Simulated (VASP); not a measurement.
# Hf2TiN3 (P-3m1) in VASP: further runs

The runs below take Hf2TiN3 through single point, with PBE.

All numbers are computed with VASP 6.6.1; they aren't measurements. Logs are shortened: lines on timing, memory, paths and dates and some standing lists are left out, and cuts for length are marked.

### 1 The cell of the first run

The structure is trigonal, space group P-3m1 (No. 164). Conventional cell: a = 3.164 Å, b = 3.164 Å, c = 7.674 Å, α = 90.00°, β = 90.00°, γ = 120.00°. Within 2.9 Å of Hf (site symmetry 3m) lie 6 N at 2.23 to 2.27 Å. Ti (site symmetry -3m) has 6 N at 2.19 Å within 2.9 Å. Within 2.9 Å of N (site symmetry 3m) lie 3 Ti at 2.19 Å and 3 Hf at 2.23 Å. N (site symmetry -3m) has 6 Hf at 2.27 Å within 3.0 Å.

### 2 Single point, PBE

Input file INCAR:

```
  ALGO = Normal
  EDIFF = 1E-7
  ENCUT = 520
  GGA = PE
  ISIF = 2
  ISMEAR = 0
  LASPH = T
  LCHARG = F
  LREAL = F
  LWAVE = F
  NBANDS = 32
  NELM = 80
  PREC = Accurate
  SIGMA = 0.1
```

Input file KPOINTS:

```
k-points
0
Gamma
  6 6 2
```

Input file POSCAR:

```
Hf2TiN3
1.0
    3.1639878000      0.0000000000      0.0000000000
   -1.5819939000      2.7400938000      0.0000000000
    0.0000000000      0.0000000000      7.6736894000
Hf Ti N
2 1 3
Direct
    0.3333333000      0.6666667000      0.6757570000
    0.6666667000      0.3333333000      0.3242430000
    0.0000000000      0.0000000000      0.0000000000
    0.6666667000      0.3333333000      0.8422610000
    0.0000000000      0.0000000000      0.5000000000
    0.3333333000      0.6666667000      0.1577390000
```

Potentials or basis: VASP PAW PBE potentials, release 64 (Hf_pv, Ti_sv, N).

On the command line:

```
cat potpaw_PBE.64/Hf_pv/POTCAR potpaw_PBE.64/Ti_sv/POTCAR potpaw_PBE.64/N/POTCAR > POTCAR
mpirun -np 1 vasp_std > vasp.out
```

OUTCAR:

```text
EDIFF = 1E-7
   ENCUT = 520
   GGA = PE
   ISIF = 2
   ISMEAR = 0
   LASPH = T
   LREAL = F
   NELM = 80
   PREC = Accurate

 ion  position               nearest neighbor table
   1  0.333  0.667  0.676-   4 2.23   4 2.23   4 2.23   5 2.27   5 2.27   5 2.27   3 3.09   3 3.09
                             3 3.09   2 3.26   2 3.26   2 3.26
   2  0.667  0.333  0.324-   6 2.23   6 2.23   6 2.23   5 2.27   5 2.27   5 2.27   3 3.09   3 3.09
                             3 3.09   1 3.26   1 3.26   1 3.26
   3  0.000  0.000  0.000-   4 2.19   6 2.19   6 2.19   4 2.19   4 2.19   6 2.19   1 3.09   2 3.09
                             1 3.09   2 3.09   1 3.09   2 3.09
   4  0.667  0.333  0.842-   3 2.19   3 2.19   3 2.19   1 2.23   1 2.23   1 2.23
   5  0.000  0.000  0.500-   1 2.27   2 2.27   1 2.27   2 2.27   2 2.27   1 2.27
   6  0.333  0.667  0.158-   3 2.19   3 2.19   3 2.19   2 2.23   2 2.23   2 2.23

  LATTYP: Found a hexagonal cell.
 ALAT       =     3.1639878000
 C/A-ratio  =     2.4253220572

  Lattice vectors:

 A1 = (   3.1639878000,   0.0000000000,   0.0000000000)
 A2 = (  -1.5819939000,   2.7400938000,   0.0000000000)
 A3 = (   0.0000000000,   0.0000000000,   7.6736894000)

Analysis of symmetry for initial positions (statically):
=====================================================================
 Subroutine PRICEL returns:
 Original cell was already a primitive cell.

 Routine SETGRP: Setting up the symmetry group for a
 hexagonal supercell.

 Subroutine GETGRP returns: Found 12 space group operations
 (whereof 12 operations were pure point group operations)
 out of a pool of 24 trial point group operations.

The static configuration has the point symmetry D_3d.

Analysis of symmetry for dynamics (positions and initial velocities):
=====================================================================
 Subroutine PRICEL returns:
 Original cell was already a primitive cell.

 Routine SETGRP: Setting up the symmetry group for a
 hexagonal supercell.

 Subroutine GETGRP returns: Found 12 space group operations
 (whereof 12 operations were pure point group operations)
 out of a pool of 24 trial point group operations.

The dynamic configuration has the point symmetry D_3d.

 Subroutine INISYM returns: Found 12 space group operations
 (whereof 12 operations are pure point group operations),
 and found     1 'primitive' translations

----------------------------------------------------------------------------------------

                                     Primitive cell

  volume of cell :      66.5280

  direct lattice vectors                    reciprocal lattice vectors
     3.163987800  0.000000000  0.000000000     0.316056844  0.182475505  0.000000000
    -1.581993900  2.740093800  0.000000000     0.000000000  0.364951010  0.000000000
     0.000000000  0.000000000  7.673689400     0.000000000  0.000000000  0.130315413

  length of vectors
     3.163987800  3.163987790  7.673689400     0.364951009  0.364951010  0.130315413

  position of ions in fractional coordinates (direct lattice)
     0.333333300  0.666666700  0.675757000
     0.666666700  0.333333300  0.324243000
     0.000000000  0.000000000  0.000000000
     0.666666700  0.333333300  0.842261000
     0.000000000  0.000000000  0.500000000
     0.333333300  0.666666700  0.157739000

  ion indices of the primitive-cell ions
   primitive index   ion index
                 1           1
                 2           2
                 3           3
                 4           4
                 5           5
                 6           6

----------------------------------------------------------------------------------------

 KPOINTS: k-points

Automatic generation of k-mesh.
 Grid dimensions read from file:
 generate k-points for:    6    6    2

 Generating k-lattice:

  Cartesian coordinates                     Fractional coordinates (reciprocal lattice)
     0.052676141  0.030412584  0.000000000     0.166666667  0.000000000  0.000000000
     0.000000000  0.060825168  0.000000000     0.000000000  0.166666667  0.000000000
     0.000000000  0.000000000  0.065157706     0.000000000  0.000000000  0.500000000

  Length of vectors
     0.060825168  0.060825168  0.065157706

  Shift w.r.t. Gamma in fractional coordinates (k-lattice)
     0.000000000  0.000000000  0.000000000

 Subroutine IBZKPT returns following result:
 ===========================================

 Found     14 irreducible k-points:

 Following reciprocal coordinates:
            Coordinates               Weight
  0.000000  0.000000  0.000000      1.000000
  0.166667  0.000000  0.000000      6.000000
  0.333333 -0.000000  0.000000      6.000000
  0.500000 -0.000000  0.000000      3.000000
  0.166667  0.166667  0.000000      6.000000
  0.333333  0.166667  0.000000     12.000000
  0.333333  0.333333  0.000000      2.000000
  0.000000  0.000000  0.500000      1.000000
  0.166667  0.000000  0.500000      6.000000
  0.333333 -0.000000  0.500000      6.000000
  0.500000 -0.000000  0.500000      3.000000
  0.166667  0.166667  0.500000      6.000000
  0.333333  0.166667  0.500000     12.000000
  0.333333  0.333333  0.500000      2.000000
   k-points           NKPTS =     14   k-points in BZ     NKDIM =     14   number of bands    NBANDS=     32
   number of dos      NEDOS =    301   number of ions     NIONS =      6
   total plane-waves  NPLWV =  34560
   dimension x,y,z NGX =    24 NGY =   24 NGZ =   60
   dimension x,y,z NGXF=    48 NGYF=   48 NGZF=  120
   ions per type =               2   1   3
   NGX,Y,Z   is equivalent  to a cutoff of  12.61, 12.61, 13.00 a.u.
   NGXF,Y,Z  is equivalent  to a cutoff of  25.22, 25.22, 26.00 a.u.
 SYSTEM =  unknown system
   PREC   = accura    normal or accurate (medium, high low for compatibility)
   ISTART =      0    job   : 0-new  1-cont  2-samecut
   ICHARG =      2    charge: 1-file 2-atom 10-const
   ISPIN  =      1    spin polarized calculation?
   LNONCOLLINEAR =      F non collinear calculations
   LSORBIT =      F    spin-orbit coupling
   LASPH  =      T    aspherical Exc in radial PAW
   ENCUT  =  520.0 eV  38.22 Ry    6.18 a.u.   5.88  5.88 14.27*2*pi/ulx,y,z
   NELM   =     80;   NELMIN=  2; NELMDL= -5     # of ELM steps
   EDIFF  = 0.1E-06   stopping-criterion for ELM
   LREAL  =      F    real-space projection
   EDIFFG = 0.1E-05   stopping-criterion for IOM
   NSW    =      0    number of steps for IOM
   IBRION =     -1    ionic relax: 0-MD 1-quasi-New 2-CG
   NFREE  =      0    steps in history (QN), initial steepest desc. (CG)
   ISIF   =      2    stress and relaxation
   ISYM   =      2    0-nonsym 1-usesym 2-fastsym
   POTIM  = 0.5000    time-step for ionic-motion
   TEBEG  =    0.0;   TEEND  =   0.0 temperature during run
   PSTRESS=    0.0 pullay stress
   NELECT =      47.0000    total number of electrons
   NUPDOWN=      -1.0000    fix difference up-down
   EMIN   =  10.00;   EMAX   =-10.00  energy-range for DOS
   EFERMI =   0.00;   METHOD = LEGACY
   ISMEAR =     0;   SIGMA  =   0.10  broadening in eV -4-tet -1-fermi 0-gaus
   EFERMI_NEDOS =   21; number of points for ismear=-14 and -15
   IALGO  =     38    algorithm
   IMIX   =      4    mixing-type and parameters
     AMIX     =   0.40;   BMIX     =  1.00
     AMIX_MAG =   1.60;   BMIX_MAG =  1.00
  volume/ion in A,a.u.               =      11.09        74.83
  Fermi-wavevector in a.u.,A,eV,Ry     =   1.458051  2.755316 28.924788  2.125912
  Thomas-Fermi vector in A             =   2.574781
   LORBIT       =      0    0 simple, 1 ext, 2 COOP (PROOUT), +10 PAW based schemes
   GGA     = PE    functional components
   LHFCALC =     F    Hartree Fock is set to
   AEXX    =    0.0000 exact exchange contribution
   IVDW    =     0    specifies the selected vdW correction
   LEPSILON=     F    determine dielectric tensor
   LRPA    =     F    only Hartree local field effects (RPA)
 non-spin polarized calculation
 Gauss-broadening in eV      SIGMA  =   0.10
  energy-cutoff  :      520.00
  volume of cell :       66.53
 maximum number of plane-waves:      1812
 NGX is ok and might be reduce to    24
   NGX = 11   NGY = 11   NGZ = 29

 number of electron      47.0000013 magnetization

 Free energy of the ion-electron system (eV)
  ---------------------------------------------------
  ext. energy  EPLUGINS =         0.00000000
  ---------------------------------------------------
  free energy    TOTEN  =       -63.05698216 eV

  energy without entropy =      -63.04095366  energy(sigma->0) =      -63.04896791

 E-fermi :   9.0432     XC(G=0): -12.7029

 val. band max:        8.9948008250   @ k =   0.3333  -0.0000   0.0000
 cond. band min:       9.0707760282   @ k =   0.3333   0.1667   0.5000
 fundamental gap:      0.0759752032
 Fermi energy:         9.0431558754

 k-point     1 :       0.0000    0.0000    0.0000
  band No.  band energies     occupation
      1     -48.8783      2.00000
      2     -25.2179      2.00000
      3     -25.0192      2.00000
      4     -25.0192      2.00000
      5     -22.7597      2.00000
      6     -22.3068      2.00000
[... 24 lines left out ...]
     31      10.8425      0.00000
     32      11.4527      0.00000

 k-point     2 :       0.1667    0.0000    0.0000
  band No.  band energies     occupation
      1     -48.8701      2.00000
      2     -25.1996      2.00000
      3     -25.0944      2.00000
      4     -25.0353      2.00000
      5     -22.6949      2.00000
      6     -22.3602      2.00000
[... 24 lines left out ...]
     31      12.0508      0.00000
     32      12.2334      0.00000

 k-point     3 :       0.3333   -0.0000    0.0000
  band No.  band energies     occupation
      1     -48.8536      2.00000
      2     -25.2416      2.00000
      3     -25.1624      2.00000
      4     -25.0672      2.00000
      5     -22.7499      2.00000
      6     -22.6570      2.00000
[... 24 lines left out ...]
     31      12.3534      0.00000
     32      13.2109      0.00000

 k-point     4 :       0.5000   -0.0000    0.0000
  band No.  band energies     occupation
      1     -48.8454      2.00000
      2     -25.3131      2.00000
      3     -25.1441      2.00000
      4     -25.0831      2.00000
      5     -22.9309      2.00000
      6     -22.8120      2.00000
[... 24 lines left out ...]
     31      13.4472      0.00000
     32      14.0378      0.00000

 k-point     5 :       0.1667    0.1667    0.0000
  band No.  band energies     occupation
      1     -48.8578      2.00000
      2     -25.1905      2.00000
      3     -25.1722      2.00000
      4     -25.0737      2.00000
      5     -22.6460      2.00000
      6     -22.5580      2.00000
[... 234 lines left out ...]
     31      13.5509      0.00000
     32      13.7922      0.00000

 k-point    12 :       0.1667    0.1667    0.5000
  band No.  band energies     occupation
      1     -48.8578      2.00000
      2     -25.1903      2.00000
      3     -25.1723      2.00000
      4     -25.0738      2.00000
      5     -22.6467      2.00000
      6     -22.5702      2.00000
[... 24 lines left out ...]
     31      12.0042      0.00000
     32      12.6158      0.00000

 k-point    13 :       0.3333    0.1667    0.5000
  band No.  band energies     occupation
      1     -48.8454      2.00000
      2     -25.2748      2.00000
      3     -25.1441      2.00000
      4     -25.1223      2.00000
      5     -22.8160      2.00000
      6     -22.7431      2.00000
[... 24 lines left out ...]
     31      12.9698      0.00000
     32      13.1900      0.00000

 k-point    14 :       0.3333    0.3333    0.5000
  band No.  band energies     occupation
      1     -48.8412      2.00000
      2     -25.2212      2.00000
      3     -25.2212      2.00000
      4     -25.1344      2.00000
      5     -22.6827      2.00000
      6     -22.6586      2.00000
[... 24 lines left out ...]
     31      12.8492      0.00000
     32      13.0531      0.00000

------------------------ aborting loop because EDIFF is reached ----------------------------------------

  FORCE on cell =-STRESS in cart. coord.  units (eV):
  Direction    XX          YY          ZZ          XY          YZ          ZX
  --------------------------------------------------------------------------------------
  -------------------------------------------------------------------------------------
  Total       -0.8846576     -0.8846575     -0.1835834      0.0000000      0.0000000      0.0000000
  in kB      -21.3049895    -21.3049893     -4.4211933      0.0000000      0.0000000      0.0000000
  external PRESSURE =     -15.6770574 kB  Pullay stress =       0.0000000 kB

 VOLUME and BASIS-vectors are now :
 -----------------------------------------------------------------------------
  energy-cutoff  :      520.00
  volume of cell :       66.53
      direct lattice vectors                 reciprocal lattice vectors
     3.163987800  0.000000000  0.000000000     0.316056844  0.182475505  0.000000000
    -1.581993900  2.740093800  0.000000000     0.000000000  0.364951010  0.000000000
     0.000000000  0.000000000  7.673689400     0.000000000  0.000000000  0.130315413

 POSITION                                       TOTAL-FORCE (eV/Angst)
 -----------------------------------------------------------------------------------
     -0.00000      1.82673      5.18555        -0.000000     -0.000000     -0.225074
      1.58199      0.91336      2.48814        -0.000000      0.000000      0.225074
      0.00000      0.00000      0.00000        -0.000000      0.000000     -0.000000
      1.58199      0.91336      6.46325         0.000000     -0.000000     -0.073615
      0.00000      0.00000      3.83684        -0.000000      0.000000     -0.000000
     -0.00000      1.82673      1.21044        -0.000000      0.000000      0.073615
 -----------------------------------------------------------------------------------
    total drift:                               -0.000000      0.000000      0.000000

  FREE ENERGIE OF THE ION-ELECTRON SYSTEM (eV)
  ---------------------------------------------------
  free  energy   TOTEN  =       -63.0569821581 eV

  energy  without entropy=      -63.0409536637  energy(sigma->0) =      -63.04896791
```

It took 37 s on 1 thread of Intel Xeon Platinum 8488C (Sapphire Rapids), shared host; peak memory 0.19 GiB.

Results:

```yaml
Free_energy: -63.0570 eV
Pressure: -1.6 GPa
Largest_force: 0.225 eV/Å
```

Forces on the atoms (eV/Å):
```
Hf   0.000  0.000 -0.225
Hf   0.000  0.000  0.225
Ti   0.000  0.000  0.000
N    0.000  0.000 -0.074
N    0.000  0.000  0.000
N    0.000  0.000  0.074
```

Levels at points of the mesh, in eV from the Fermi level:
```
           k point  band 22  band 23  band 24  band 25  band 26  band 27
(0.00, 0.00, 0.00)    -2.64    -0.54    -0.54    -0.35     1.06     1.07
(0.50, 0.00, 0.00)    -3.49    -3.41     0.69     1.00     1.44     1.65
(0.00, 0.00, 0.50)    -3.86    -0.21    -0.21    -0.06     0.39     0.78
(0.50, 0.00, 0.50)    -4.11    -1.76    -1.45     1.44     1.60     2.77
```

Caveat: the k points lie up to 0.41 Å⁻¹ apart; spin-orbit coupling is left out, which moves the levels of the heavy elements.

### 3 Single point, PBE, collinear spin, ferromagnetic start

Input file INCAR:

```
PREC = Accurate
ENCUT = 520
EDIFF = 1E-7
ISMEAR = 0
SIGMA = 0.1
LREAL = F
LASPH = T
NELM = 150
ALGO = Normal
ISIF = 2
LWAVE = F
LCHARG = F
ISPIN = 2
MAGMOM = 0 0 1 0 0 0
LORBIT = 11
LMAXMIX = 4
GGA = PE
NBANDS = 36
```

Input file KPOINTS:

```
Automatic mesh
0
Gamma
  6 6 2
```

POSCAR is that of step 2.

Potentials or basis: VASP PAW PBE potentials, release 64 (Hf_pv, Ti_sv, N).

On the command line:

```
cat potpaw_PBE.64/Hf_pv/POTCAR potpaw_PBE.64/Ti_sv/POTCAR potpaw_PBE.64/N/POTCAR > POTCAR
mpirun -np 1 vasp_std > vasp.out
```

It took 70 s on 1 thread of Intel Xeon Platinum 8488C (Sapphire Rapids), shared host; peak memory 0.24 GiB.

It converged, with:

- Free energy: -63.0570 eV
- Pressure: -1.6 GPa
- Largest force: 0.225 eV/Å
- Net moment: 0.00 μB per cell
- Valence electrons inside the program's atomic spheres: Hf 8.64; Ti 10.27; N 3.73, 3.74

Forces on the atoms (eV/Å):
```
Hf   0.000  0.000 -0.225
Hf   0.000  0.000  0.225
Ti   0.000  0.000  0.000
N    0.000  0.000 -0.074
N    0.000  0.000  0.000
N    0.000  0.000  0.074
```

Stress tensor (GPa, compression positive):
```
-2.13  0.00  0.00
 0.00 -2.13  0.00
 0.00  0.00 -0.44
```

Levels at points of the mesh, in eV from the Fermi level:
Spin up:
| k point | band 20 | band 21 | band 22 | band 23 | band 24 | band 25 | band 26 | band 27 | band 28 | band 29 |
| --- | --- | --- | --- | --- | --- | --- | --- | --- | --- | --- |
| (0.00, 0.00, 0.00) | -2.70 | -2.70 | -2.64 | -0.54 | -0.54 | -0.35 | 1.06 | 1.07 | 1.07 | 1.72 |
| (0.50, 0.00, 0.00) | -5.21 | -3.53 | -3.49 | -3.41 | 0.69 | 1.00 | 1.44 | 1.65 | 2.47 | 3.56 |
| (0.00, 0.00, 0.50) | -4.00 | -3.86 | -3.86 | -0.21 | -0.21 | -0.06 | 0.39 | 0.78 | 0.78 | 2.19 |
| (0.50, 0.00, 0.50) | -4.73 | -4.38 | -4.11 | -1.76 | -1.45 | 1.44 | 1.60 | 2.77 | 2.80 | 3.60 |
Spin down:
| k point | band 20 | band 21 | band 22 | band 23 | band 24 | band 25 | band 26 | band 27 | band 28 | band 29 |
| --- | --- | --- | --- | --- | --- | --- | --- | --- | --- | --- |
| (0.00, 0.00, 0.00) | -2.70 | -2.70 | -2.64 | -0.54 | -0.54 | -0.35 | 1.06 | 1.07 | 1.07 | 1.72 |
| (0.50, 0.00, 0.00) | -5.21 | -3.53 | -3.49 | -3.41 | 0.69 | 1.00 | 1.44 | 1.65 | 2.47 | 3.56 |
| (0.00, 0.00, 0.50) | -4.00 | -3.86 | -3.86 | -0.21 | -0.21 | -0.06 | 0.39 | 0.78 | 0.78 | 2.19 |
| (0.50, 0.00, 0.50) | -4.73 | -4.38 | -4.11 | -1.76 | -1.45 | 1.44 | 1.60 | 2.77 | 2.80 | 3.60 |

Caveat: the k points lie up to 0.41 Å⁻¹ apart; spin-orbit coupling is left out, which moves the levels of the heavy elements.
